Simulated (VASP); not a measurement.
# Be (C2/m) in VASP: notebook

Runs on Be. Level: PBEsol. Tasks: single point.

Program: VASP 6.6.1. These are calculated values, not measurements. Logs are shortened: lines on timing, memory, paths and dates and some standing lists are left out, and cuts for length are marked.

### Step 1. The cell of the first run

Symmetry: C2/m, No. 12, monoclinic system. Conventional cell: a = 3.884 Å, b = 2.242 Å, c = 3.633 Å, α = 90.00°, β = 90.00°, γ = 90.00°. Be (site symmetry m) has 12 Be at 1.96 to 2.46 Å within 2.6 Å.

### Step 2. Single point, PBEsol (shortest bond scaled by 0.88)

The input, INCAR:

```
SYSTEM = Be
PREC = Accurate ; ENCUT = 520
EDIFF = 1E-6 ; ISMEAR = -1
SIGMA = 0.05 ; LREAL = .False.
LASPH = .True. ; NELM = 100
ALGO = Normal ; ISIF = 2
LWAVE = .False. ; LCHARG = .False.
GGA = PS ; NBANDS = 9
```

The input, KPOINTS:

```
Automatic mesh
0
Gamma
  15 15 8
  0 0 0
```

The input, POSCAR:

```
Be
1.0
    2.2424371395      0.0000000000      0.0000000000
   -1.1212185697      1.9420075292      0.0000000000
    0.0000000000      0.0000000000      3.6327481659
Be
2
Direct
    0.2933333333      0.6466666667      0.2200000000
    0.7066666667      0.3533333333      0.7800000000
```

Potentials or basis: VASP PAW PBE potentials, release 64 (Be).

Command:

```bash
> cat potpaw_PBE.64/Be/POTCAR > POTCAR
> mpirun -np 1 vasp_std > vasp.out
```

OUTCAR:

```text
SYSTEM = Be
   PREC = Accurate
   ENCUT = 520
   EDIFF = 1E-6
   ISMEAR = -1
   LREAL = .False.
   LASPH = .True.
   NELM = 100
   ISIF = 2
   GGA = PS

 ion  position               nearest neighbor table
   1  0.293  0.647  0.220-   2 1.96   2 2.11   2 2.11   2 2.33
   2  0.707  0.353  0.780-   1 1.96   1 2.11   1 2.11   1 2.33

  LATTYP: Found a hexagonal cell.
 ALAT       =     2.2424371395
 C/A-ratio  =     1.6200000000

  Lattice vectors:

 A1 = (   2.2424371395,   0.0000000000,   0.0000000000)
 A2 = (  -1.1212185697,   1.9420075292,   0.0000000000)
 A3 = (   0.0000000000,   0.0000000000,   3.6327481659)

Analysis of symmetry for initial positions (statically):
=====================================================================
 Subroutine PRICEL returns:
 Original cell was already a primitive cell.

 Routine SETGRP: Setting up the symmetry group for a
 hexagonal supercell.

 Subroutine GETGRP returns: Found  4 space group operations
 (whereof  4 operations were pure point group operations)
 out of a pool of 24 trial point group operations.

The static configuration has the point symmetry C_2h.

Analysis of symmetry for dynamics (positions and initial velocities):
=====================================================================
 Subroutine PRICEL returns:
 Original cell was already a primitive cell.

 Routine SETGRP: Setting up the symmetry group for a
 hexagonal supercell.

 Subroutine GETGRP returns: Found  4 space group operations
 (whereof  4 operations were pure point group operations)
 out of a pool of 24 trial point group operations.

The dynamic configuration has the point symmetry C_2h.

 Subroutine INISYM returns: Found  4 space group operations
 (whereof  4 operations are pure point group operations),
 and found     1 'primitive' translations

----------------------------------------------------------------------------------------

                                     Primitive cell

  volume of cell :      15.8200

  direct lattice vectors                    reciprocal lattice vectors
     2.242437139  0.000000000  0.000000000     0.445943381  0.257465531  0.000000000
    -1.121218570  1.942007529  0.000000000     0.000000000  0.514931062  0.000000000
     0.000000000  0.000000000  3.632748166     0.000000000  0.000000000  0.275273692

  length of vectors
     2.242437139  2.242437139  3.632748166     0.514931062  0.514931062  0.275273692

  position of ions in fractional coordinates (direct lattice)
     0.293333333  0.646666667  0.220000000
     0.706666667  0.353333333  0.780000000

  ion indices of the primitive-cell ions
   primitive index   ion index
                 1           1
                 2           2

----------------------------------------------------------------------------------------

 KPOINTS: Automatic mesh

Automatic generation of k-mesh.
 Grid dimensions read from file:
 generate k-points for:   15   15    8

 Generating k-lattice:

  Cartesian coordinates                     Fractional coordinates (reciprocal lattice)
     0.029729559  0.017164369  0.000000000     0.066666667  0.000000000  0.000000000
     0.000000000  0.034328737  0.000000000     0.000000000  0.066666667  0.000000000
     0.000000000  0.000000000  0.034409212     0.000000000  0.000000000  0.125000000

  Length of vectors
     0.034328737  0.034328737  0.034409212

  Shift w.r.t. Gamma in fractional coordinates (k-lattice)
     0.000000000  0.000000000  0.000000000

 Subroutine IBZKPT returns following result:
 ===========================================

 Found    488 irreducible k-points:

 Following reciprocal coordinates:
            Coordinates               Weight
  0.000000  0.000000  0.000000      1.000000
  0.066667  0.000000  0.000000      2.000000
  0.000000  0.066667  0.000000      4.000000
  0.133333 -0.000000  0.000000      2.000000
  0.000000  0.133333  0.000000      4.000000
  0.200000 -0.000000  0.000000      2.000000
[... 16 lines left out ...]
 -0.266667  0.200000  0.000000      4.000000
  0.266667  0.066667  0.000000      4.000000
 [... further k-points ...]
   k-points           NKPTS =    488   k-points in BZ     NKDIM =    488   number of bands    NBANDS=      9
   number of dos      NEDOS =    301   number of ions     NIONS =      2
   total plane-waves  NPLWV =   9072
   dimension x,y,z NGX =    18 NGY =   18 NGZ =   28
   dimension x,y,z NGXF=    36 NGYF=   36 NGZF=   56
   ions per type =               2
   NGX,Y,Z   is equivalent  to a cutoff of  13.34, 13.34, 12.81 a.u.
   NGXF,Y,Z  is equivalent  to a cutoff of  26.69, 26.69, 25.63 a.u.
 SYSTEM =  Be
   PREC   = accura    normal or accurate (medium, high low for compatibility)
   ISTART =      0    job   : 0-new  1-cont  2-samecut
   ICHARG =      2    charge: 1-file 2-atom 10-const
   ISPIN  =      1    spin polarized calculation?
   LNONCOLLINEAR =      F non collinear calculations
   LSORBIT =      F    spin-orbit coupling
   LASPH  =      T    aspherical Exc in radial PAW
   ENCUT  =  520.0 eV  38.22 Ry    6.18 a.u.   4.17  4.17  6.75*2*pi/ulx,y,z
   NELM   =    100;   NELMIN=  2; NELMDL= -5     # of ELM steps
   EDIFF  = 0.1E-05   stopping-criterion for ELM
   LREAL  =      F    real-space projection
   EDIFFG = 0.1E-04   stopping-criterion for IOM
   NSW    =      0    number of steps for IOM
   IBRION =     -1    ionic relax: 0-MD 1-quasi-New 2-CG
   NFREE  =      0    steps in history (QN), initial steepest desc. (CG)
   ISIF   =      2    stress and relaxation
   ISYM   =      2    0-nonsym 1-usesym 2-fastsym
   POTIM  = 0.5000    time-step for ionic-motion
   TEBEG  =    0.0;   TEEND  =   0.0 temperature during run
   PSTRESS=    0.0 pullay stress
   NELECT =       4.0000    total number of electrons
   NUPDOWN=      -1.0000    fix difference up-down
   EMIN   =  10.00;   EMAX   =-10.00  energy-range for DOS
   EFERMI =   0.00;   METHOD = LEGACY
   ISMEAR =    -1;   SIGMA  =   0.05  broadening in eV -4-tet -1-fermi 0-gaus
   EFERMI_NEDOS =   21; number of points for ismear=-14 and -15
   IALGO  =     38    algorithm
   IMIX   =      4    mixing-type and parameters
     AMIX     =   0.40;   BMIX     =  1.00
     AMIX_MAG =   1.60;   BMIX_MAG =  1.00
  volume/ion in A,a.u.               =       7.91        53.38
  Fermi-wavevector in a.u.,A,eV,Ry     =   1.035204  1.956252 14.580651  1.071648
  Thomas-Fermi vector in A             =   2.169536
   LORBIT       =      0    0 simple, 1 ext, 2 COOP (PROOUT), +10 PAW based schemes
   GGA     = PS    functional components
   LHFCALC =     F    Hartree Fock is set to
   AEXX    =    0.0000 exact exchange contribution
   IVDW    =     0    specifies the selected vdW correction
   LEPSILON=     F    determine dielectric tensor
   LRPA    =     F    only Hartree local field effects (RPA)
 non-spin polarized calculation
  energy-cutoff  :      520.00
  volume of cell :       15.82
 maximum number of plane-waves:       444
 NGX is ok and might be reduce to    18
   NGX =  9   NGY =  9   NGZ = 13

 number of electron       4.0000000 magnetization

 Free energy of the ion-electron system (eV)
  ---------------------------------------------------
  ext. energy  EPLUGINS =         0.00000000
  ---------------------------------------------------
  free energy    TOTEN  =        -7.75794062 eV

  energy without entropy =       -7.75720797  energy(sigma->0) =       -7.75757430

 E-fermi :   7.1943     XC(G=0): -10.5845

 val. band max:        7.1539725011   @ k =   0.2667   0.1333   0.0000
 cond. band min:       7.2492391003   @ k =   0.4000   0.3333   0.2500
 fundamental gap:      0.0952665992
 Fermi energy:         7.1943440295

 k-point     1 :       0.0000    0.0000    0.0000
  band No.  band energies     occupation
      1      -4.3784      2.00000
      2       2.4101      2.00000
      3       7.4146      0.02412
      4      22.9572      0.00000
      5      23.9282      0.00000
      6      25.4331      0.00000
      7      26.9224      0.00000
      8      28.1275      0.00000
      9      34.0034      0.00000

 k-point     2 :       0.0667    0.0000    0.0000
  band No.  band energies     occupation
      1      -4.2505      2.00000
      2       2.5814      2.00000
      3       7.4572      0.01037
      4      22.0767      0.00000
      5      22.8645      0.00000
      6      26.1218      0.00000
      7      26.6911      0.00000
      8      27.9086      0.00000
      9      31.8894      0.00000

 k-point     3 :       0.0000    0.0667    0.0000
  band No.  band energies     occupation
      1      -4.2501      2.00000
      2       2.5800      2.00000
      3       7.4659      0.00872
      4      22.1296      0.00000
      5      22.8075      0.00000
      6      25.5517      0.00000
      7      27.1050      0.00000
      8      28.0370      0.00000
      9      32.6121      0.00000

 k-point     4 :       0.1333   -0.0000    0.0000
  band No.  band energies     occupation
      1      -3.8662      2.00000
      2       3.0947      2.00000
      3       7.5702      0.00109
      4      19.8860      0.00000
      5      21.2928      0.00000
      6      26.1000      0.00000
      7      26.5027      0.00000
      8      27.0544      0.00000
      9      29.5864      0.00000

 k-point     5 :       0.0000    0.1333    0.0000
  band No.  band energies     occupation
      1      -3.8650      2.00000
      2       3.0888      2.00000
      3       7.6101      0.00049
      4      19.7996      0.00000
      5      21.2060      0.00000
      6      25.4197      0.00000
      7      26.6814      0.00000
      8      27.6447      0.00000
      9      30.3716      0.00000

 k-point     6 :       0.2000   -0.0000    0.0000
  band No.  band energies     occupation
      1      -3.2247      2.00000
      2       3.9488      2.00000
      3       7.6889      0.00010
      4      17.2836      0.00000
      5      19.8335      0.00000
      6      24.7163      0.00000
      7      25.2977      0.00000
      8      26.1701      0.00000
      9      27.7068      0.00000
[... 169 lines left out ...]
 k-point    21 :       0.2000    0.0667    0.0000
  band No.  band energies     occupation
      1      -2.7102      2.00000
      2       4.6282      2.00000
      3       7.7545      0.00003
      4      15.9242      0.00000
      5      18.4021      0.00000
      6      23.4377      0.00000
      7      24.1771      0.00000
      8      25.5844      0.00000
      9      28.3313      0.00000

 k-point    22 :      -0.0667    0.2667    0.0000
  band No.  band energies     occupation
      1      -2.7078      2.00000
      2       4.6007      2.00000
      3       7.9393      0.00000
      4      15.5530      0.00000
      5      18.3374      0.00000
      6      23.5341      0.00000
      7      24.6472      0.00000
      8      25.1467      0.00000
      9      29.2241      0.00000

 k-point    23 :      -0.2667    0.2000    0.0000
  band No.  band energies     occupation
      1      -2.7102      2.00000
      2       4.6117      2.00000
      3       7.8882      0.00000
      4      15.5751      0.00000
      5      18.4124      0.00000
      6      23.4468      0.00000
      7      24.7976      0.00000
      8      25.2313      0.00000
      9      28.8480      0.00000

 k-point    24 :       0.2667    0.0667    0.0000
  band No.  band energies     occupation
      1      -1.6826      2.00000
      2       5.9850      2.00000
      3       7.4849      0.00596
      4      13.9568      0.00000
      5      17.3153      0.00000
      6      20.6709      0.00000
      7      21.9003      0.00000
      8      24.8945      0.00000
      9      27.7956      0.00000

 [... further k-points ...]

------------------------ aborting loop because EDIFF is reached ----------------------------------------

  FORCE on cell =-STRESS in cart. coord.  units (eV):
  Direction    XX          YY          ZZ          XY          YZ          ZX
  --------------------------------------------------------------------------------------
  -------------------------------------------------------------------------------------
  Total        0.5325230      0.1761736      0.3506649      0.3086077      0.2742279      0.4749764
  in kB       53.9315014     17.8420583     35.5137375     31.2543745     27.7725505     48.1034448
  external PRESSURE =      35.7624324 kB  Pullay stress =       0.0000000 kB

 VOLUME and BASIS-vectors are now :
 -----------------------------------------------------------------------------
  energy-cutoff  :      520.00
  volume of cell :       15.82
      direct lattice vectors                 reciprocal lattice vectors
     2.242437139  0.000000000  0.000000000     0.445943381  0.257465531  0.000000000
    -1.121218570  1.942007529  0.000000000     0.000000000  0.514931062  0.000000000
     0.000000000  0.000000000  3.632748166     0.000000000  0.000000000  0.275273692

 POSITION                                       TOTAL-FORCE (eV/Angst)
 -----------------------------------------------------------------------------------
     -0.06727      1.25583      0.79920         0.614288      0.354660      1.770874
      1.18849      0.68618      2.83354        -0.614288     -0.354660     -1.770874
 -----------------------------------------------------------------------------------
    total drift:                               -0.000000      0.000000      0.000000

  FREE ENERGIE OF THE ION-ELECTRON SYSTEM (eV)
  ---------------------------------------------------
  free  energy   TOTEN  =        -7.7579406173 eV

  energy  without entropy=       -7.7572079731  energy(sigma->0) =       -7.75757430
```

It took 46 s on 1 thread of Intel Xeon Platinum 8375C at 2.90GHz (Ice Lake), shared host; peak memory 0.17 GiB.

What came out:

* Free energy: -7.7579 eV
* Pressure: 3.6 GPa
* Largest force: 1.908 eV/Å
* Band gap on the k mesh: zero (band 2 reaches 7.72 eV, above the bottom of band 3 at 6.04 eV)

Forces in eV/Å, atoms in the order of the input:
```
Be   0.614  0.355  1.771
Be  -0.614 -0.355 -1.771
```

Stress tensor (GPa, compression positive):
```
5.39 3.13 4.81
3.13 1.78 2.78
4.81 2.78 3.55
```

Caveat: the cell differs from its parent crystal (shortest bond scaled by 0.88); the PAW data sets were made with another functional, which shifts forces and pressure a little.

### Step 3. Single point, PBEsol (shortest bond scaled by 0.88)

The input, INCAR:

```
PREC     = Accurate       # precision mode
ENCUT    = 520            # plane-wave cutoff, eV
EDIFF    = 1E-7           # SCF threshold, eV
ISMEAR   = -1             # smearing method
SIGMA    = 0.05           # smearing width, eV
LREAL    = F              # projectors in reciprocal space
LASPH    = T              # aspherical terms in the spheres
NELM     = 60             # most SCF steps
ALGO     = Normal         # electronic algorithm
ISIF     = 2              # what is computed and relaxed
LWAVE    = F              # write WAVECAR
LCHARG   = F              # write CHGCAR
GGA      = PS             # functional
NBANDS   = 9              # bands
```

The input, KPOINTS:

```
regular mesh
0
Gamma
  15 15 8
```

POSCAR is that of step 2.

Potentials or basis: VASP PAW PBE potentials, release 64 (Be).

Command:

```bash
> cat potpaw_PBE.64/Be/POTCAR > POTCAR
> mpirun -np 1 vasp_std > vasp.out
```

Wall time 47 s (1 thread of Intel Xeon Platinum 8375C at 2.90GHz (Ice Lake), shared host); peak memory 0.17 GiB.

Results (log left out):

```
Free energy            : -7.7579 eV
Pressure               : 3.6 GPa
Largest force          : 1.908 eV/Å
Band gap on the k mesh : zero (band 2 reaches 7.72 eV, above the bottom of band 3 at 6.04 eV)
```

Forces in eV/Å, atoms in the order of the input:
```
Be   0.614  0.355  1.771
Be  -0.614 -0.355 -1.771
```

Stress tensor (GPa, compression positive):
```
5.39 3.13 4.81
3.13 1.78 2.78
4.81 2.78 3.55
```

Levels at points of the mesh, in eV from the Fermi level:
| k point | band 1 | band 2 | band 3 | band 4 | band 5 | band 6 |
| --- | --- | --- | --- | --- | --- | --- |
| (0.00, 0.00, 0.00) | -11.57 | -4.78 | 0.22 | 15.76 | 16.73 | 18.24 |
| (0.00, 0.00, 0.50) | -9.92 | -8.98 | 7.96 | 11.58 | 16.87 | 17.48 |

Caveat: the cell differs from its parent crystal (shortest bond scaled by 0.88); the PAW data sets were made with another functional, which shifts forces and pressure a little.

(Part 1 of 2 ends here.)
